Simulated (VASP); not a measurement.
# PbS (Galena) (P1) in VASP: further runs

PbS (Galena) is run at these levels: PBE; tasks: single point.

All numbers are computed with VASP 6.6.1; they aren't measurements. Logs are shortened: lines on timing, memory, paths and dates and some standing lists are left out, and cuts for length are marked.

## Step 1: The cell of the first run

The typed cell holds 2 atoms: a = 4.194 Å, b = 4.194 Å, c = 4.194 Å, α = 60.00°, β = 60.00°, γ = 60.00°.

## Step 2: Single point, PBE

INCAR

```
SYSTEM = PbS
  PREC = Accurate
  ENCUT = 500
  EDIFF = 1E-6
  ISMEAR = 0
  SIGMA = 0.01
  LREAL = .False.
  LASPH = .True.
  NELM = 120
  ALGO = Normal
  ISIF = 2
  LWAVE = .False.
  LCHARG = .True.
  GGA = PE
  LELF = .True.
  LVHAR = .True.
  NBANDS = 17
  GGA_COMPAT = .False.
```

KPOINTS

```
regular mesh
0
Gamma
  3 3 3
  0 0 0
```

POSCAR

```
PbS
1.0
    0.0000000000      2.9657500000      2.9657500000
    2.9657500000      0.0000000000      2.9657500000
    2.9657500000      2.9657500000      0.0000000000
Pb S
1 1
Direct
    0.0004441681     -0.0004869833      0.0001053405
    0.4971293933      0.5031473161      0.4993191964
```

Potentials or basis: VASP PAW PBE potentials, release 64 (Pb_d, S).

The run is started by

```
$ cat potpaw_PBE.64/Pb_d/POTCAR potpaw_PBE.64/S/POTCAR > POTCAR
$ mpirun -np 1 vasp_std > vasp.out
```

OUTCAR:

```text
SYSTEM = PbS
   PREC = Accurate
   ENCUT = 500
   EDIFF = 1E-6
   ISMEAR = 0
   LREAL = .False.
   LASPH = .True.
   NELM = 120
   ISIF = 2
   GGA = PE

 ion  position               nearest neighbor table
   1  0.000  1.000  0.000-   2 2.95   2 2.96   2 2.96   2 2.97   2 2.97   2 2.98
   2  0.497  0.503  0.499-   1 2.95   1 2.96   1 2.96   1 2.97   1 2.97   1 2.98

  LATTYP: Found a face centered cubic cell.
 ALAT       =     5.9315000000

  Lattice vectors:

 A1 = (   0.0000000000,   2.9657500000,   2.9657500000)
 A2 = (   2.9657500000,   0.0000000000,   2.9657500000)
 A3 = (   2.9657500000,   2.9657500000,   0.0000000000)

Analysis of symmetry for initial positions (statically):
=====================================================================
 Subroutine PRICEL returns:
 Original cell was already a primitive cell.

 Routine SETGRP: Setting up the symmetry group for a
 face centered cubic supercell.

 Subroutine GETGRP returns: Found  1 space group operations
 (whereof  1 operations were pure point group operations)
 out of a pool of 48 trial point group operations.

The static configuration has the point symmetry C_1 .

Analysis of symmetry for dynamics (positions and initial velocities):
=====================================================================
 Subroutine PRICEL returns:
 Original cell was already a primitive cell.

 Routine SETGRP: Setting up the symmetry group for a
 face centered cubic supercell.

 Subroutine GETGRP returns: Found  1 space group operations
 (whereof  1 operations were pure point group operations)
 out of a pool of 48 trial point group operations.

The dynamic configuration has the point symmetry C_1 .

 Subroutine INISYM returns: Found  1 space group operations
 (whereof  1 operations are pure point group operations),
 and found     1 'primitive' translations

----------------------------------------------------------------------------------------

                                     Primitive cell

  volume of cell :      52.1715

  direct lattice vectors                    reciprocal lattice vectors
     0.000000000  2.965750000  2.965750000    -0.168591419  0.168591419  0.168591419
     2.965750000  0.000000000  2.965750000     0.168591419 -0.168591419  0.168591419
     2.965750000  2.965750000  0.000000000     0.168591419  0.168591419 -0.168591419

  length of vectors
     4.194203873  4.194203873  4.194203873     0.292008903  0.292008903  0.292008903

  position of ions in fractional coordinates (direct lattice)
[... 68 lines left out ...]
   EDIFF  = 0.1E-05   stopping-criterion for ELM
   LREAL  =      F    real-space projection
   EDIFFG = 0.1E-04   stopping-criterion for IOM
   NSW    =      0    number of steps for IOM
   IBRION =     -1    ionic relax: 0-MD 1-quasi-New 2-CG
   NFREE  =      0    steps in history (QN), initial steepest desc. (CG)
   ISIF   =      2    stress and relaxation
   ISYM   =      2    0-nonsym 1-usesym 2-fastsym
   POTIM  = 0.5000    time-step for ionic-motion
   TEBEG  =    0.0;   TEEND  =   0.0 temperature during run
   PSTRESS=    0.0 pullay stress
   NELECT =      20.0000    total number of electrons
   NUPDOWN=      -1.0000    fix difference up-down
   EMIN   =  10.00;   EMAX   =-10.00  energy-range for DOS
   EFERMI =   0.00;   METHOD = LEGACY
   ISMEAR =     0;   SIGMA  =   0.01  broadening in eV -4-tet -1-fermi 0-gaus
   EFERMI_NEDOS =   21; number of points for ismear=-14 and -15
   IALGO  =     38    algorithm
   IMIX   =      4    mixing-type and parameters
     AMIX     =   0.40;   BMIX     =  1.00
     AMIX_MAG =   1.60;   BMIX_MAG =  1.00
  volume/ion in A,a.u.               =      26.09       176.04
  Fermi-wavevector in a.u.,A,eV,Ry     =   1.189251  2.247359 19.242973  1.414319
  Thomas-Fermi vector in A             =   2.325363
   LORBIT       =      0    0 simple, 1 ext, 2 COOP (PROOUT), +10 PAW based schemes
   GGA     = PE    functional components
   LHFCALC =     F    Hartree Fock is set to
   AEXX    =    0.0000 exact exchange contribution
   IVDW    =     0    specifies the selected vdW correction
   LEPSILON=     F    determine dielectric tensor
   LRPA    =     F    only Hartree local field effects (RPA)
 non-spin polarized calculation
 Gauss-broadening in eV      SIGMA  =   0.01
  energy-cutoff  :      500.00
  volume of cell :       52.17
 maximum number of plane-waves:      1363
 NGX is ok and might be reduce to    30
   NGX = 15   NGY = 15   NGZ = 15

 number of electron      19.9999998 magnetization

 Free energy of the ion-electron system (eV)
  ---------------------------------------------------
  ext. energy  EPLUGINS =         0.00000000
  ---------------------------------------------------
  free energy    TOTEN  =        -8.87075650 eV

  energy without entropy =       -8.87075650  energy(sigma->0) =       -8.87075650

 E-fermi :   5.1937     XC(G=0):  -9.7009

 val. band max:        5.0560221678   @ k =   0.3333   0.3333   0.3333
 cond. band min:       7.2731638671   @ k =   0.3333   0.3333   0.3333
 fundamental gap:      2.2171416993
 Fermi energy:         5.1937098463

 k-point     1 :       0.0000    0.0000    0.0000
  band No.  band energies     occupation
      1     -11.0302      2.00000
      2     -11.0301      2.00000
      3     -11.0301      2.00000
      4     -11.0152      2.00000
      5     -11.0152      2.00000
      6      -7.8127      2.00000
[... 257 lines left out ...]
      4     -10.9968      2.00000
      5     -10.9833      2.00000
      6      -6.2374      2.00000
[... 9 lines left out ...]
     16      16.0070      0.00000
     17      17.7059      0.00000

------------------------ aborting loop because EDIFF is reached ----------------------------------------

  FORCE on cell =-STRESS in cart. coord.  units (eV):
  Direction    XX          YY          ZZ          XY          YZ          ZX
  --------------------------------------------------------------------------------------
  -------------------------------------------------------------------------------------
  Total        0.3576435      0.3588220      0.3565087     -0.0001329     -0.0000239      0.0000080
  in kB       10.9831602     11.0193526     10.9483110     -0.0040828     -0.0007333      0.0002445
  external PRESSURE =      10.9836080 kB  Pullay stress =       0.0000000 kB

 VOLUME and BASIS-vectors are now :
 -----------------------------------------------------------------------------
  energy-cutoff  :      500.00
  volume of cell :       52.17
      direct lattice vectors                 reciprocal lattice vectors
     0.000000000  2.965750000  2.965750000    -0.168591419  0.168591419  0.168591419
     2.965750000  0.000000000  2.965750000     0.168591419 -0.168591419  0.168591419
     2.965750000  2.965750000  0.000000000     0.168591419  0.168591419 -0.168591419

 POSITION                                       TOTAL-FORCE (eV/Angst)
 -----------------------------------------------------------------------------------
      2.96462      0.00163      2.96562         0.002255     -0.003259      0.000266
      2.97307      2.95522      2.96657        -0.002255      0.003259     -0.000266
 -----------------------------------------------------------------------------------
    total drift:                                0.000035     -0.000072      0.000009

  FREE ENERGIE OF THE ION-ELECTRON SYSTEM (eV)
  ---------------------------------------------------
  free  energy   TOTEN  =        -8.8707565044 eV

  energy  without entropy=       -8.8707565044  energy(sigma->0) =       -8.87075650
```

OSZICAR:

```text
N       E                     dE             d eps       ncg     rms          rms(c)
DAV:   1     0.153108022910E+03    0.15311E+03   -0.97105E+03   484   0.121E+03
DAV:   2     0.227440653404E+01   -0.15083E+03   -0.14507E+03   500   0.311E+02
DAV:   3    -0.904414391311E+01   -0.11319E+02   -0.11247E+02   623   0.897E+01
DAV:   4    -0.931882866267E+01   -0.27468E+00   -0.27445E+00   567   0.153E+01
DAV:   5    -0.933046904497E+01   -0.11640E-01   -0.11639E-01   676   0.299E+00    0.526E+00
DAV:   6    -0.886858910078E+01    0.46188E+00   -0.13685E+00   815   0.788E+00    0.374E+00
DAV:   7    -0.886841213278E+01    0.17697E-03   -0.13092E-01   548   0.182E+00    0.205E+00
DAV:   8    -0.887085820130E+01   -0.24461E-02   -0.13716E-02   496   0.115E+00    0.202E-01
DAV:   9    -0.887065335283E+01    0.20485E-03   -0.30490E-03   716   0.430E-01    0.596E-02
DAV:  10    -0.887074347025E+01   -0.90117E-04   -0.40377E-04   571   0.138E-01    0.191E-02
DAV:  11    -0.887075632221E+01   -0.12852E-04   -0.30583E-05   604   0.394E-02    0.764E-03
DAV:  12    -0.887075650445E+01   -0.18223E-06   -0.44272E-06   587   0.268E-02
   1 F= -.88707565E+01 E0= -.88707565E+01  d E =-.578518E-85
```

Wall time 12 s (1 thread of AMD EPYC 7R43 (Zen 3), shared host); peak memory 0.14 GiB.

Results:

* Free energy: -8.8708 eV
* Pressure: 1.1 GPa
* Largest force: 0.004 eV/Å
* Band gap on the k mesh: 2.22 eV, direct

Forces on the atoms (eV/Å):
```
Pb   0.002 -0.003  0.000
S   -0.002  0.003  0.000
```

Levels at points of the mesh, in eV from the valence-band top:
| k point | band 7 | band 8 | band 9 | band 10 | band 11 | band 12 | band 13 | band 14 |
| --- | --- | --- | --- | --- | --- | --- | --- | --- |
| (0.00, 0.00, 0.00) | -5.30 | -1.45 | -1.44 | -1.44 | 5.96 | 5.96 | 5.96 | 7.48 |

Caveat: the k points lie up to 0.61 Å⁻¹ apart; spin-orbit coupling is left out, which moves the levels of the heavy elements.

## Step 3: Single point, PBE

INCAR

```
PREC = Accurate ; ENCUT = 500
EDIFF = 1E-6 ; ISMEAR = 0
SIGMA = 0.01 ; LREAL = F
LASPH = T ; NELM = 120
ALGO = Normal ; ISIF = 2
LWAVE = F ; LCHARG = T
GGA = PE ; LELF = T
LVHAR = T ; NBANDS = 17
GGA_COMPAT = F
```

KPOINTS

```
regular mesh
0
Gamma
  3 3 3
```

POSCAR

```
PbS
1.0
    0.0000000000      2.9657500000      2.9657500000
    2.9657500000      0.0000000000      2.9657500000
    2.9657500000      2.9657500000      0.0000000000
Pb S
1 1
Direct
    0.0005922086     -0.0006492940      0.0001404503
    0.4961726249      0.5041963113      0.4990922859
```

Potentials or basis: VASP PAW PBE potentials, release 64 (Pb_d, S).

The run is started by

```
$ cat potpaw_PBE.64/Pb_d/POTCAR potpaw_PBE.64/S/POTCAR > POTCAR
$ mpirun -np 1 vasp_std > vasp.out
```

Run time: 13 s. Hardware: 1 thread of AMD EPYC 7R43 (Zen 3), shared host; peak memory 0.14 GiB.

The run converged. Its results:

```yaml
Free_energy: -8.8707 eV
Pressure: 1.1 GPa
Largest_force: 0.005 eV/Å
Band_gap_on_the_k_mesh: 2.22 eV, direct
```

Forces in eV/Å, atoms in the order of the input:
```
Pb   0.003 -0.004  0.000
S   -0.003  0.004  0.000
```

Levels at points of the mesh, in eV from the valence-band top:
```csv
k point,band 6,band 7,band 8,band 9,band 10,band 11,band 12,band 13,band 14,band 15
"(0.00, 0.00, 0.00)",-12.87,-5.30,-1.45,-1.44,-1.44,5.96,5.96,5.96,7.48,7.48
```

Caveat: the k points lie up to 0.61 Å⁻¹ apart; spin-orbit coupling is left out, which moves the levels of the heavy elements.

## Step 4: Single point, PBE

INCAR

```
SYSTEM = PbS
PREC = Accurate
ENCUT = 500
EDIFF = 1E-6
ISMEAR = 0
SIGMA = 0.01
LREAL = .False.
LASPH = .True.
NELM = 120
ALGO = Normal
ISIF = 2
LWAVE = .False.
LCHARG = .False.
GGA = PE
NBANDS = 17
GGA_COMPAT = .False.
```

KPOINTS

```
Automatic mesh
0
Gamma
  3 3 3
  0 0 0
```

POSCAR

```
PbS
1.0
    0.0000000000      2.9657500000      2.9657500000
    2.9657500000      0.0000000000      2.9657500000
    2.9657500000      2.9657500000      0.0000000000
Pb S
1 1
Direct
    0.0007402356     -0.0008115899      0.0001755569
    0.4952159439      0.5052452108      0.4988653962
```

Potentials or basis: VASP PAW PBE potentials, release 64 (Pb_d, S).

The run is started by

```
$ cat potpaw_PBE.64/Pb_d/POTCAR potpaw_PBE.64/S/POTCAR > POTCAR
$ mpirun -np 1 vasp_std > vasp.out
```

OUTCAR:

```text
SYSTEM = PbS
   PREC = Accurate
   ENCUT = 500
   EDIFF = 1E-6
   ISMEAR = 0
   LREAL = .False.
   LASPH = .True.
   NELM = 120
   ISIF = 2
   GGA = PE

 ion  position               nearest neighbor table
   1  0.001  0.999  0.000-   2 2.95   2 2.95   2 2.96   2 2.97   2 2.98   2 2.99
   2  0.495  0.505  0.499-   1 2.95   1 2.95   1 2.96   1 2.97   1 2.98   1 2.99

  LATTYP: Found a face centered cubic cell.
 ALAT       =     5.9315000000

  Lattice vectors:

 A1 = (   0.0000000000,   2.9657500000,   2.9657500000)
 A2 = (   2.9657500000,   0.0000000000,   2.9657500000)
 A3 = (   2.9657500000,   2.9657500000,   0.0000000000)

Analysis of symmetry for initial positions (statically):
=====================================================================
 Subroutine PRICEL returns:
 Original cell was already a primitive cell.

 Routine SETGRP: Setting up the symmetry group for a
 face centered cubic supercell.

 Subroutine GETGRP returns: Found  1 space group operations
 (whereof  1 operations were pure point group operations)
 out of a pool of 48 trial point group operations.

The static configuration has the point symmetry C_1 .

[... 149 lines left out ...]

 E-fermi :   5.1006     XC(G=0):  -9.7008

 val. band max:        5.0559760829   @ k =   0.3333   0.3333   0.3333
 cond. band min:       7.2733543228   @ k =   0.3333   0.3333   0.3333
 fundamental gap:      2.2173782399
 Fermi energy:         5.1005706558

 k-point     1 :       0.0000    0.0000    0.0000
  band No.  band energies     occupation
      1     -11.0301      2.00000
      2     -11.0300      2.00000
      3     -11.0300      2.00000
      4     -11.0152      2.00000
      5     -11.0152      2.00000
      6      -7.8132      2.00000
[... 257 lines left out ...]
      4     -10.9967      2.00000
      5     -10.9832      2.00000
      6      -6.2378      2.00000
[... 9 lines left out ...]
     16      16.0074      0.00000
     17      17.7061      0.00000

------------------------ aborting loop because EDIFF is reached ----------------------------------------

  FORCE on cell =-STRESS in cart. coord.  units (eV):
  Direction    XX          YY          ZZ          XY          YZ          ZX
  --------------------------------------------------------------------------------------
  -------------------------------------------------------------------------------------
  Total        0.3602204      0.3635143      0.3571515     -0.0003652     -0.0000582      0.0000267
  in kB       11.0622947     11.1634524     10.9680502     -0.0112154     -0.0017885      0.0008210
  external PRESSURE =      11.0645991 kB  Pullay stress =       0.0000000 kB

 VOLUME and BASIS-vectors are now :
 -----------------------------------------------------------------------------
  energy-cutoff  :      500.00
  volume of cell :       52.17
      direct lattice vectors                 reciprocal lattice vectors
     0.000000000  2.965750000  2.965750000    -0.168591419  0.168591419  0.168591419
     2.965750000  0.000000000  2.965750000     0.168591419 -0.168591419  0.168591419
     2.965750000  2.965750000  0.000000000     0.168591419  0.168591419 -0.168591419

 POSITION                                       TOTAL-FORCE (eV/Angst)
 -----------------------------------------------------------------------------------
      2.96386      0.00272      2.96554         0.003791     -0.005498      0.000431
      2.97794      2.94820      2.96712        -0.003791      0.005498     -0.000431
 -----------------------------------------------------------------------------------
    total drift:                                0.000043     -0.000137      0.000006

  FREE ENERGIE OF THE ION-ELECTRON SYSTEM (eV)
  ---------------------------------------------------
  free  energy   TOTEN  =        -8.8707042857 eV

  energy  without entropy=       -8.8707042857  energy(sigma->0) =       -8.87070429
```

OSZICAR:

```text
N       E                     dE             d eps       ncg     rms          rms(c)
DAV:   1     0.153113757523E+03    0.15311E+03   -0.97108E+03   484   0.121E+03
DAV:   2     0.228686704957E+01   -0.15083E+03   -0.14507E+03   500   0.312E+02
DAV:   3    -0.904350868648E+01   -0.11330E+02   -0.11259E+02   623   0.898E+01
DAV:   4    -0.931862343762E+01   -0.27511E+00   -0.27487E+00   567   0.153E+01
DAV:   5    -0.933021862529E+01   -0.11595E-01   -0.11594E-01   668   0.300E+00    0.526E+00
DAV:   6    -0.886851237514E+01    0.46171E+00   -0.13686E+00   815   0.788E+00    0.373E+00
DAV:   7    -0.886835646080E+01    0.15591E-03   -0.13090E-01   548   0.183E+00    0.205E+00
DAV:   8    -0.887080614925E+01   -0.24497E-02   -0.13696E-02   496   0.114E+00    0.206E-01
DAV:   9    -0.887059813758E+01    0.20801E-03   -0.29927E-03   708   0.428E-01    0.593E-02
DAV:  10    -0.887069127937E+01   -0.93142E-04   -0.39951E-04   570   0.138E-01    0.191E-02
DAV:  11    -0.887070407177E+01   -0.12792E-04   -0.30345E-05   600   0.390E-02    0.756E-03
DAV:  12    -0.887070428574E+01   -0.21397E-06   -0.37858E-06   587   0.246E-02
   1 F= -.88707043E+01 E0= -.88707043E+01  d E =-.293965E-11
```

stdout:

```text
POSCAR found type information on POSCAR PbS
 POSCAR found :  2 types and       2 ions
 scaLAPACK will be used
 LDA part: xc-table for (Slater+PW92), standard interpolation
 POSCAR, INCAR and KPOINTS ok, starting setup
 FFT: planning ... GRIDC
 FFT: planning ... GRID_SOFT
 FFT: planning ... GRID
 WAVECAR not read
 entering main loop
```

Wall time 12 s (1 thread of AMD EPYC 7R43 (Zen 3), shared host); peak memory 0.14 GiB.

What came out:

```yaml
Free_energy: -8.8707 eV
Pressure: 1.1 GPa
Largest_force: 0.007 eV/Å
Band_gap_on_the_k_mesh: 2.22 eV, direct
```

Forces in eV/Å, atoms in the order of the input:
```
Pb   0.004 -0.005  0.000
S   -0.004  0.005  0.000
```

Caveat: the k points lie up to 0.61 Å⁻¹ apart; spin-orbit coupling is left out, which moves the levels of the heavy elements. A k mesh can miss the band edges.
